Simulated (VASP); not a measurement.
# Al3GaN4 (P-43m) in VASP: vibrations by perturbation theory with LDA

Aim: the vibrations by perturbation theory of Al3GaN4 with LDA.

All numbers are computed with VASP 6.6.1; they aren't measurements. Logs are shortened: lines on timing, memory, paths and dates and some standing lists are left out, and cuts for length are marked.

## 1. The cell of the first run

The structure is cubic, space group P-43m (No. 215). The conventional cell has a = 4.370 Å, b = 4.370 Å, c = 4.370 Å, α = 90.00°, β = 90.00°, γ = 90.00°. Al (site symmetry -42m) has 4 N at 1.88 Å within 2.5 Å. Ga (site symmetry -43m) has 4 N at 1.93 Å within 2.6 Å. N (site symmetry 3m) has 3 Al at 1.88 Å and 1 Ga at 1.93 Å within 2.5 Å.

## 2. Vibrations by perturbation theory, LDA

INCAR

```
  PREC = Accurate
  ENCUT = 520
  EDIFF = 1E-8
  ISMEAR = 0
  SIGMA = 0.01
  LREAL = False
  LASPH = True
  NELM = 60
  ALGO = Normal
  ISIF = 2
  LWAVE = False
  LCHARG = True
  GGA = CA
  IBRION = 8
  NSW = 1
  LEPSILON = True
```

KPOINTS

```
Automatic mesh
0
Gamma
  6 6 6
```

POSCAR

```
Al3GaN4
1.0
    4.3701992198      0.0000000000      0.0000000000
    0.0000000000      4.3701992198      0.0000000000
    0.0000000000      0.0000000000      4.3701992198
Al Ga N
3 1 4
Direct
    0.5000000000      0.5000000000      0.0000000000
    0.5000000000      0.0000000000      0.5000000000
    0.0000000000      0.5000000000      0.5000000000
    0.0000000000      0.0000000000      0.0000000000
    0.7448926836      0.7448926836      0.2551073164
    0.7448926836      0.2551073164      0.7448926836
    0.2551073164      0.7448926836      0.7448926836
    0.2551073164      0.2551073164      0.2551073164
```

Potentials or basis: VASP PAW LDA potentials, release 64 (Al, Ga_d, N).

Started as:

```bash
$ cat potpaw_LDA.64/Al/POTCAR potpaw_LDA.64/Ga_d/POTCAR potpaw_LDA.64/N/POTCAR > POTCAR
$ mpirun -np 1 vasp_std > vasp.out
```

OUTCAR:

```text
PREC = Accurate
   ENCUT = 520
   EDIFF = 1E-8
   ISMEAR = 0
   LREAL = False
   LASPH = True
   NELM = 60
   ISIF = 2
   GGA = CA
   IBRION = 8
   NSW = 1
   LEPSILON = True

 ion  position               nearest neighbor table
   1  0.500  0.500  0.000-   5 1.88   6 1.88   7 1.88   8 1.88   3 3.09   4 3.09   2 3.09   2 3.09
                             3 3.09   2 3.09   4 3.09   2 3.09   3 3.09   4 3.09   3 3.09   4 3.09
   2  0.500  0.000  0.500-   5 1.88   6 1.88   7 1.88   8 1.88   3 3.09   4 3.09   1 3.09   1 3.09
                             4 3.09   1 3.09   3 3.09   1 3.09   3 3.09   4 3.09   4 3.09   3 3.09
   3  0.000  0.500  0.500-   5 1.88   6 1.88   7 1.88   8 1.88   2 3.09   4 3.09   1 3.09   1 3.09
                             4 3.09   2 3.09   4 3.09   4 3.09   1 3.09   2 3.09   1 3.09   2 3.09
   4  0.000  0.000  0.000-   5 1.93   6 1.93   7 1.93   8 1.93   2 3.09   3 3.09   1 3.09   2 3.09
                             3 3.09   1 3.09   3 3.09   3 3.09   1 3.09   2 3.09   2 3.09   1 3.09
   5  0.745  0.745  0.255-   1 1.88   2 1.88   3 1.88   4 1.93
   6  0.745  0.255  0.745-   1 1.88   2 1.88   3 1.88   4 1.93
   7  0.255  0.745  0.745-   1 1.88   2 1.88   3 1.88   4 1.93
   8  0.255  0.255  0.255-   1 1.88   2 1.88   3 1.88   4 1.93

  LATTYP: Found a simple cubic cell.
 ALAT       =     4.3701992198

  Lattice vectors:

 A1 = (   4.3701992198,   0.0000000000,   0.0000000000)
 A2 = (   0.0000000000,   4.3701992198,   0.0000000000)
 A3 = (   0.0000000000,   0.0000000000,   4.3701992198)
[... 935 lines left out ...]
  5Z     2.671733    2.671733    4.082748   -2.333441    2.597488    3.728677    2.597488   -2.333441    3.728677   -2.483766   -2.483766    3.276976   -0.457593   -0.457593  -20.071587    0.054382    0.002574    2.886726    0.002574    0.054382    2.886726   -0.051377   -0.051377   -0.518943
  6X     3.728677   -2.333441   -2.597488    3.728677    2.597488    2.333441    4.082748    2.671733   -2.671733    3.276976   -2.483766    2.483766   -0.518943   -0.051377    0.051377  -20.071587   -0.457593    0.457593    2.886726    0.002574   -0.054382    2.886726    0.054382   -0.002574
  6Y    -2.333441    3.728677    2.597488    2.671733    4.082748    2.671733    2.597488    3.728677   -2.333441   -2.483766    3.276976   -2.483766    0.054382    2.886726    0.002574   -0.457593  -20.071587   -0.457593    0.002574    2.886726    0.054382   -0.051377   -0.518943   -0.051377
  6Z    -2.671733    2.671733    4.082748    2.333441    2.597488    3.728677   -2.597488   -2.333441    3.728677    2.483766   -2.483766    3.276976   -0.054382    0.002574    2.886726    0.457593   -0.457593  -20.071587    0.051377   -0.051377   -0.518943   -0.002574    0.054382    2.886726
  7X     3.728677   -2.333441    2.597488    3.728677    2.597488   -2.333441    4.082748    2.671733    2.671733    3.276976   -2.483766   -2.483766    2.886726    0.054382    0.002574    2.886726    0.002574    0.054382  -20.071587   -0.457593   -0.457593   -0.518943   -0.051377   -0.051377
  7Y    -2.333441    3.728677   -2.597488    2.671733    4.082748   -2.671733    2.597488    3.728677    2.333441   -2.483766    3.276976    2.483766   -0.051377   -0.518943    0.051377    0.002574    2.886726   -0.054382   -0.457593  -20.071587    0.457593    0.054382    2.886726   -0.002574
  7Z     2.671733   -2.671733    4.082748   -2.333441   -2.597488    3.728677    2.597488    2.333441    3.728677   -2.483766    2.483766    3.276976    0.002574   -0.054382    2.886726   -0.051377    0.051377   -0.518943   -0.457593    0.457593  -20.071587    0.054382   -0.002574    2.886726
  8X     3.728677    2.333441   -2.597488    3.728677   -2.597488    2.333441    4.082748   -2.671733   -2.671733    3.276976    2.483766    2.483766    2.886726   -0.002574   -0.054382    2.886726   -0.054382   -0.002574   -0.518943    0.051377    0.051377  -20.071587    0.457593    0.457593
  8Y     2.333441    3.728677   -2.597488   -2.671733    4.082748   -2.671733   -2.597488    3.728677    2.333441    2.483766    3.276976    2.483766   -0.002574    2.886726   -0.054382    0.051377   -0.518943    0.051377   -0.054382    2.886726   -0.002574    0.457593  -20.071587    0.457593
  8Z    -2.671733   -2.671733    4.082748    2.333441   -2.597488    3.728677   -2.597488    2.333441    3.728677    2.483766    2.483766    3.276976    0.051377    0.051377   -0.518943   -0.002574   -0.054382    2.886726   -0.054382   -0.002574    2.886726    0.457593    0.457593  -20.071587

 Eigenvectors and eigenvalues of the dynamical matrix
 ----------------------------------------------------

   1 f  =   21.596150 THz   135.692612 2PiTHz  720.370024 cm-1    89.314460 meV
             X         Y         Z           dx          dy          dz
      2.185100  2.185100  0.000000    -0.000000   -0.000000    0.000000
      2.185100  0.000000  2.185100     0.000000   -0.000000    0.000000
      0.000000  2.185100  2.185100     0.000000   -0.000000    0.000000
      0.000000  0.000000  0.000000    -0.000000   -0.000000   -0.000000
      3.255329  3.255329  1.114870    -0.056698   -0.321778   -0.378476
      3.255329  1.114870  3.255329    -0.056698    0.321778    0.378476
      1.114870  3.255329  3.255329     0.056698   -0.321778    0.378476
      1.114870  1.114870  1.114870     0.056698    0.321778   -0.378476
[... 243 lines left out ...]
  24 f/i=    0.007365 THz     0.046274 2PiTHz    0.245661 cm-1     0.030458 meV
             X         Y         Z           dx          dy          dz
      2.185100  2.185100  0.000000     0.010636    0.039933   -0.358477
      2.185100  0.000000  2.185100     0.010636    0.039899   -0.358788
      0.000000  2.185100  2.185100     0.010627    0.039933   -0.358788
      0.000000  0.000000  0.000000     0.017127    0.064302   -0.577736
      3.255329  3.255329  1.114870     0.007744    0.028841   -0.258450
      3.255329  1.114870  3.255329     0.007579    0.028836   -0.258446
      1.114870  3.255329  3.255329     0.007727    0.028688   -0.258434
      1.114870  1.114870  1.114870     0.007596    0.028693   -0.258429

--------------------------------------------------------------------------------------------------------

 MACROSCOPIC STATIC DIELECTRIC TENSOR IONIC CONTRIBUTION
 ------------------------------------------------------
           3.797217    -0.000000     0.000000
          -0.000000     3.797217     0.000000
           0.000000     0.000000     3.797217
 ------------------------------------------------------

 ELASTIC MODULI CONTR FROM IONIC RELAXATION (kBar)
 Direction    XX          YY          ZZ          XY          YZ          ZX
 --------------------------------------------------------------------------------
 XX          -3.1604      1.2072      1.2072      0.0000     -0.0000      0.0000
 YY           1.2072     -3.1604      1.2072      0.0000      0.0000     -0.0000
 ZZ           1.2072      1.2072     -3.1604      0.0000      0.0000      0.0000
 XY           0.0000      0.0000      0.0000   -493.3579     -0.0000     -0.0000
 YZ          -0.0000      0.0000      0.0000     -0.0000   -493.3579      0.0000
 ZX           0.0000     -0.0000      0.0000     -0.0000      0.0000   -493.3579
 --------------------------------------------------------------------------------

 PIEZOELECTRIC TENSOR IONIC CONTR  for field in x, y, z        (C/m^2)
          XX          YY          ZZ          XY          YZ          ZX
  --------------------------------------------------------------------------------
  x     0.00000    -0.00000    -0.00000     0.00000     1.27887    -0.00000
  y    -0.00000     0.00000    -0.00000     0.00000    -0.00000     1.27887
  z    -0.00000    -0.00000    -0.00000     1.27887     0.00000     0.00000
```

Run time: 13 min. Hardware: 1 thread of Intel Xeon 6975P-C (Granite Rapids), shared host; peak memory 0.53 GiB.

Results:

```yaml
Electronic_dielectric_tensor_diagonal: 4.79
Born_charges_mean_of_the_diagonal: Al +2.55; Ga +2.50; N -2.54 e
Highest_phonon_frequency_at_Γ_LO-TO_splitting_left_out: 720 cm⁻¹
```

Phonon frequencies in cm⁻¹ (negative: imaginary):
```
              q point                                                                                frequencies
(0.000, 0.000, 0.000)  0 0 0 248 248 248 335 335 335 530 530 530 629 629 629 679 679 679 680 680 680 706 720 720
```

Electronic dielectric tensor:
```
4.79 0.00 0.00
0.00 4.79 0.00
0.00 0.00 4.79
```

Born effective charge tensors (e):
atom 1, Al
```
2.62 0.00 0.00
0.00 2.62 0.00
0.00 0.00 2.42
```
atom 2, Al
```
2.62 0.00 0.00
0.00 2.42 0.00
0.00 0.00 2.62
```
atom 3, Al
```
2.42 0.00 0.00
0.00 2.62 0.00
0.00 0.00 2.62
```
atom 4, Ga
```
2.50 0.00 0.00
0.00 2.50 0.00
0.00 0.00 2.50
```
atom 5, N
```
-2.54 -0.06  0.06
-0.06 -2.54  0.06
 0.06  0.06 -2.54
```
atom 6, N
```
-2.54  0.06 -0.06
 0.06 -2.54  0.06
-0.06  0.06 -2.54
```
atom 7, N
```
-2.54  0.06  0.06
 0.06 -2.54 -0.06
 0.06 -0.06 -2.54
```
atom 8, N
```
-2.54 -0.06 -0.06
-0.06 -2.54 -0.06
-0.06 -0.06 -2.54
```
